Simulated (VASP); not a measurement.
# CaZn3 (Pm-3m) in VASP: further runs, part 2 of 2

VASP 6.6.1. The steps go on from the part before.

### Step 3. Relaxation of cell and atoms, LDA

This run uses another cell than the first one, of 20.36 Å³/atom.

INCAR reads:

```
SYSTEM = CaZn3
PREC     = Accurate       ! precision mode
ENCUT    = 600            ! plane-wave cutoff, eV
EDIFF    = 1E-6           ! SCF threshold, eV
ISMEAR   = 1              ! smearing method
SIGMA    = 0.15           ! smearing width, eV
LREAL    = .False.        ! projectors in reciprocal space
LASPH    = .True.         ! aspherical terms in the spheres
NELM     = 100            ! most SCF steps
ALGO     = Normal         ! electronic algorithm
ISIF     = 3              ! what is computed and relaxed
LWAVE    = .False.        ! write WAVECAR
LCHARG   = .False.        ! write CHGCAR
IBRION   = 2              ! ionic algorithm
NSW      = 100            ! ionic steps
EDIFFG   = -0.01          ! ionic threshold
```

KPOINTS reads:

```
Automatic mesh
0
Gamma
  5 5 5
  0 0 0
```

POSCAR reads:

```
CaZn3
1.0
    4.3348400000      0.0000000000      0.0000000000
    0.0000000000      4.3348400000      0.0000000000
    0.0000000000      0.0000000000      4.3348400000
Ca Zn
1 3
Direct
    0.0000000000      0.0000000000      0.0000000000
    0.5000000000      0.5000000000      0.0000000000
    0.5000000000      0.0000000000      0.5000000000
    0.0000000000      0.5000000000      0.5000000000
```

Potentials or basis: VASP PAW LDA potentials, release 64 (Ca_sv, Zn).

The run is started by

```
cat potpaw_LDA.64/Ca_sv/POTCAR potpaw_LDA.64/Zn/POTCAR > POTCAR
mpirun -np 1 vasp_std > vasp.out
```

OUTCAR:

```text
SYSTEM = CaZn3
   PREC = Accurate
   ENCUT = 600
   EDIFF = 1E-6
   ISMEAR = 1
   LREAL = .False.
   LASPH = .True.
   NELM = 100
   ISIF = 3
   IBRION = 2
   NSW = 100
   EDIFFG = -0.01

 ion  position               nearest neighbor table
   1  0.000  0.000  0.000-   2 3.07   3 3.07   4 3.07   3 3.07   4 3.07   2 3.07   4 3.07   4 3.07
                             2 3.07   3 3.07   3 3.07   2 3.07
   2  0.500  0.500  0.000-   1 3.07   1 3.07   1 3.07   1 3.07
   3  0.500  0.000  0.500-   1 3.07   1 3.07   1 3.07   1 3.07
   4  0.000  0.500  0.500-   1 3.07   1 3.07   1 3.07   1 3.07

  LATTYP: Found a simple cubic cell.
 ALAT       =     4.3348400000

  Lattice vectors:

 A1 = (   4.3348400000,   0.0000000000,   0.0000000000)
 A2 = (   0.0000000000,   4.3348400000,   0.0000000000)
 A3 = (   0.0000000000,   0.0000000000,   4.3348400000)
[... 173 lines left out ...]
  -------------------------------------------------------------------------------------
  Total       -2.6202167     -2.6202167     -2.6202167     -0.0000000      0.0000000      0.0000000
  in kB      -51.5381208    -51.5381208    -51.5381208     -0.0000000      0.0000000      0.0000000
  external PRESSURE =     -51.5381208 kB  Pullay stress =       0.0000000 kB
[... 101 lines left out ...]
--------------------------------------- Ionic step        4  -------------------------------------------

 number of electron      46.0000040 magnetization

 Free energy of the ion-electron system (eV)
  ---------------------------------------------------
  ext. energy  EPLUGINS =         0.00000000
  ---------------------------------------------------
  free energy    TOTEN  =        -8.10926404 eV

  energy without entropy =       -8.10859956  energy(sigma->0) =       -8.10904255

 E-fermi :   2.9270     XC(G=0): -11.0562

 val. band max:        2.8040690857   @ k =   0.4000   0.4000   0.4000
 cond. band min:       2.9718277602   @ k =   0.4000   0.2000   0.2000
 fundamental gap:      0.1677586745
 Fermi energy:         2.9269910320

 k-point     1 :       0.0000    0.0000    0.0000
  band No.  band energies     occupation
      1     -37.0805      2.00000
      2     -18.4742      2.00000
      3     -18.4742      2.00000
      4     -18.4742      2.00000
      5      -5.5866      2.00000
      6      -4.8259      2.00000
[... 320 lines left out ...]
  FREE ENERGIE OF THE ION-ELECTRON SYSTEM (eV)
  ---------------------------------------------------
  free  energy   TOTEN  =        -8.1092640449 eV

  energy  without entropy=       -8.1085995619  energy(sigma->0) =       -8.10904255

 reached required accuracy - stopping structural energy minimisation
```

CONTCAR:

```text
CaZn3
   1.00000000000000
     4.1708486599698480    0.0000000000000000    0.0000000000000000
    -0.0000000000000000    4.1708486599698480    0.0000000000000000
    -0.0000000000000000    0.0000000000000000    4.1708486599698480
  Ca              Zn
     1     3
Direct
     0.0000000000000000    0.0000000000000000    0.0000000000000000
     0.5000000000000000    0.5000000000000000    0.0000000000000000
     0.5000000000000000    0.0000000000000000    0.5000000000000000
     0.0000000000000000    0.5000000000000000    0.5000000000000000

  0.00000000E+00  0.00000000E+00  0.00000000E+00
  0.00000000E+00  0.00000000E+00  0.00000000E+00
  0.00000000E+00  0.00000000E+00  0.00000000E+00
  0.00000000E+00  0.00000000E+00  0.00000000E+00
```

Run time: 40 s. Hardware: 1 thread of Intel Xeon Platinum 8488C (Sapphire Rapids), shared host; peak memory 0.19 GiB.

Results:

* Free energy: -8.1093 eV
* Relaxed volume: 18.14 Å³/atom
* Relaxed cell: a = 4.171 Å, b = 4.171 Å, c = 4.171 Å, α = 90.00°, β = 90.00°, γ = 90.00°
* Space group after relaxing (to 0.1 Å): Pm-3m (No. 221)
* Energy gained by relaxing: 39.9 meV/atom
* Ionic steps: 4
* Pressure after relaxing: 0.0 GPa
* Band gap on the k mesh: zero (bands 23 and 24 overlap by 1.10 eV)

The path:
```csv
step,energy change (eV),largest force (eV/Å),pressure (GPa),volume (Å³)
1,0.0000,0.0000,-5.15,81.46
2,-0.1547,0.0000,-0.94,73.97
3,-0.1592,0.0000,-0.23,72.90
4,-0.1595,0.0000,-0.01,72.56
```

Final structure:
```cif
data_structure
_symmetry_space_group_name_H-M 'P 1'
_symmetry_Int_Tables_number 1
_cell_length_a 4.1708
_cell_length_b 4.1708
_cell_length_c 4.1708
_cell_angle_alpha 90.000
_cell_angle_beta 90.000
_cell_angle_gamma 90.000
_cell_volume 72.56
loop_
_atom_site_label
_atom_site_type_symbol
_atom_site_fract_x
_atom_site_fract_y
_atom_site_fract_z
_atom_site_occupancy
Ca1 Ca 0.00000 0.00000 0.00000 1
Zn1 Zn 0.50000 0.50000 0.00000 1
Zn2 Zn 0.50000 0.00000 0.50000 1
Zn3 Zn 0.00000 0.50000 0.50000 1
```

Levels at points of the mesh, in eV from the Fermi level:
```
           k point  band 20  band 21  band 22  band 23  band 24  band 25
(0.00, 0.00, 0.00)    -6.90    -0.69    -0.69     0.14     0.14     0.14
```

### Step 4. Relaxation of cell and atoms, LDA, target pressure 2 GPa, at which the enthalpy is minimised

This run uses another cell than the first one, of 20.36 Å³/atom.

INCAR reads:

```
SYSTEM = CaZn3
  PREC = Accurate
  ENCUT = 600
  EDIFF = 1E-6
  ISMEAR = 1
  SIGMA = 0.15
  LREAL = .False.
  LASPH = .True.
  NELM = 60
  ALGO = Normal
  ISIF = 3
  LWAVE = .False.
  LCHARG = .False.
  IBRION = 2
  NSW = 100
  EDIFFG = -0.01
  PSTRESS = 20.0
```

KPOINTS reads:

```
regular mesh
0
Gamma
  5 5 5
  0 0 0
```

POSCAR is that of step 3.

The run is started by

```
cat potpaw_LDA.64/Ca_sv/POTCAR potpaw_LDA.64/Zn/POTCAR > POTCAR
mpirun -np 1 vasp_std > vasp.out
```

Run time: 34 s. Hardware: 1 thread of Intel Xeon Platinum 8488C (Sapphire Rapids), shared host; peak memory 0.19 GiB.

Results (log left out):

* Free energy: -8.0952 eV
* Relaxed volume: 17.57 Å³/atom
* Relaxed cell: a = 4.127 Å, b = 4.127 Å, c = 4.127 Å, α = 90.00°, β = 90.00°, γ = 90.00°
* Space group after relaxing (to 0.1 Å): Pm-3m (No. 221)
* Energy change on relaxing (the run minimises the enthalpy): -36.4 meV/atom
* Ionic steps: 3
* Pressure after relaxing: 2.1 GPa
* Band gap on the k mesh: zero (bands 23 and 24 overlap by 1.10 eV)

Step by step:
```
step  energy change (eV)  largest force (eV/Å)  pressure (GPa)  volume (Å³)
   1              0.0000                0.0000           -5.15        81.46
   2             -0.1546                0.0000            1.12        71.20
   3             -0.1454                0.0000            2.06        70.27
```

Final structure:
```xyz
4
Lattice="4.1265 0.0000 0.0000 0.0000 4.1265 0.0000 0.0000 0.0000 4.1265" Properties=species:S:1:pos:R:3 pbc="T T T"
Ca    0.0000    0.0000    0.0000
Zn    2.0633    2.0633    0.0000
Zn    2.0633    0.0000    2.0633
Zn    0.0000    2.0633    2.0633
```

Levels at points of the mesh, in eV from the Fermi level:
| k point | band 18 | band 19 | band 20 | band 21 | band 22 | band 23 | band 24 | band 25 | band 26 | band 27 |
| --- | --- | --- | --- | --- | --- | --- | --- | --- | --- | --- |
| (0.00, 0.00, 0.00) | -6.91 | -6.91 | -6.91 | -0.65 | -0.65 | 0.14 | 0.14 | 0.14 | 4.04 | 4.04 |

Caveat: the cell is relaxed towards a set pressure, so the run minimises the enthalpy, not the energy.

### Step 5. Relaxation of cell and atoms, LDA, target pressure 4 GPa, at which the enthalpy is minimised

This run uses another cell than the first one, of 20.36 Å³/atom.

INCAR reads:

```
SYSTEM = CaZn3
ALGO = Normal
EDIFF = 1E-6
EDIFFG = -0.01
ENCUT = 600
GGA = CA
IBRION = 2
ISIF = 3
ISMEAR = 1
LASPH = .True.
LCHARG = .False.
LREAL = .False.
LWAVE = .False.
NELM = 100
NSW = 100
PREC = Accurate
PSTRESS = 40.0
SIGMA = 0.15
```

KPOINTS reads:

```
k-points
0
Gamma
  5 5 5
  0 0 0
```

POSCAR is that of step 4.

The run is started by

```
cat potpaw_LDA.64/Ca_sv/POTCAR potpaw_LDA.64/Zn/POTCAR > POTCAR
mpirun -np 1 vasp_std > vasp.out
```

Run time: 34 s. Hardware: 1 thread of Intel Xeon Platinum 8488C (Sapphire Rapids), shared host; peak memory 0.19 GiB.

The run converged. Its results:

```yaml
Free_energy: -8.0600 eV
Relaxed_volume: 17.09 Å³/atom
Relaxed_cell: a = 4.089 Å, b = 4.089 Å, c = 4.089 Å, α = 90.00°, β = 90.00°, γ = 90.00°
Space_group_after_relaxing_to_0.1_Å: Pm-3m (No. 221)
Energy_change_on_relaxing_the_run_minimises_the_enthalpy: -27.6 meV/atom
Ionic_steps: 3
Pressure_after_relaxing: 4.0 GPa
Band_gap_on_the_k_mesh: zero (bands 23 and 24 overlap by 1.09 eV)
```

Step by step:
```
step  energy change (eV)  largest force (eV/Å)  pressure (GPa)  volume (Å³)
   1              0.0000                0.0000           -5.15        81.46
   2             -0.1133                0.0000            3.85        68.49
   3             -0.1102                0.0000            3.96        68.37
```

Final structure:
```
Ca Zn
1.0
     4.08897    0.00000    0.00000
     0.00000    4.08897    0.00000
     0.00000    0.00000    4.08897
Ca Zn
1 3
Direct
  0.00000 0.00000 0.00000
  0.50000 0.50000 0.00000
  0.50000 0.00000 0.50000
  0.00000 0.50000 0.50000
```

Levels at points of the mesh, in eV from the Fermi level:
| k point | band 20 | band 21 | band 22 | band 23 | band 24 | band 25 |
| --- | --- | --- | --- | --- | --- | --- |
| (0.00, 0.00, 0.00) | -6.92 | -0.61 | -0.61 | 0.15 | 0.15 | 0.15 |

Caveat: the cell is relaxed towards a set pressure, so the run minimises the enthalpy, not the energy; the volume moved by over 15 % at a fixed basis, so the end points are rough.

### Step 6. The runs side by side

```tsv
task	cell	cutoff (eV)	gap on the mesh (eV)	pressure (GPa)
single point	a = 4.163 Å, 4 atoms	520	none	0.3
relaxation of cell and atoms	relaxed from a = 4.335 Å, 4 atoms	600	none	0.0
relaxation of cell and atoms	relaxed to 2 GPa from a = 4.335 Å, 4 atoms	600	none	2.1
relaxation of cell and atoms	relaxed to 4 GPa from a = 4.335 Å, 4 atoms	600	none	4.0
```

Alike in all rows: level LDA; potentials or basis VASP PAW LDA potentials, release 64 (Ca_sv, Zn); no spin polarisation; k mesh 5 × 5 × 5; smearing methfessel-paxton 0.15 eV.

Caveats: the cell is relaxed towards a set pressure, so the run minimises the enthalpy, not the energy (at least some runs); the volume moved by over 15 % at a fixed basis, so the end points are rough (at least some runs).

Total energies depend on the potentials used, so only differences within one code and one set of settings carry meaning.
